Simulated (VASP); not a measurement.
Here is a VASP 6.6.1 calculation.

INCAR

```
PREC = Accurate
ENCUT = 520
EDIFF = 1E-6
ISMEAR = 0
SIGMA = 0.1
LREAL = False
LASPH = True
NELM = 80
ALGO = Fast
ISIF = 2
LWAVE = False
LCHARG = False
GGA = PS
NBANDS = 27
```

The input KPOINTS:

```
regular mesh
0
Gamma
  10 10 10
```

POSCAR

```
TiAl2
1.0
    1.8835529964     -5.8213720277      0.0000000000
    1.8835529964      5.8213720277      0.0000000000
    0.0000000000      0.0000000000      3.8294806094
Ti Al
2 4
Direct
    0.6569401862      0.3430598138      0.0000000000
    0.3430598138      0.6569401862      0.0000000000
    0.0000000000      0.0000000000      0.0000000000
    0.8282806209      0.1717193791      0.5000000000
    0.1717193791      0.8282806209      0.5000000000
    0.5000000000      0.5000000000      0.5000000000
```

Potentials or basis: VASP PAW PBE potentials, release 64 (Ti_sv, Al).

Command:

```console
$ cat potpaw_PBE.64/Ti_sv/POTCAR potpaw_PBE.64/Al/POTCAR > POTCAR
$ mpirun -np 1 vasp_std > vasp.out
```

Task: Estimate the band gap on the k mesh.

Result: Zero (bands 18 and 19 overlap by 1.75 eV).

Task: Predict the largest force.

Result: 0.003 eV/Å.

Task: Predict the pressure.

Result: 15.1 GPa.

Forces on the atoms (eV/Å):
```
Ti   0.000 -0.003  0.000
Ti   0.000  0.003  0.000
Al   0.000  0.000  0.000
Al   0.000 -0.003  0.000
Al   0.000  0.003  0.000
Al   0.000  0.000  0.000
```

Caveat: the cell stands under pressure; the PAW data sets were made with another functional, which shifts forces and pressure a little.
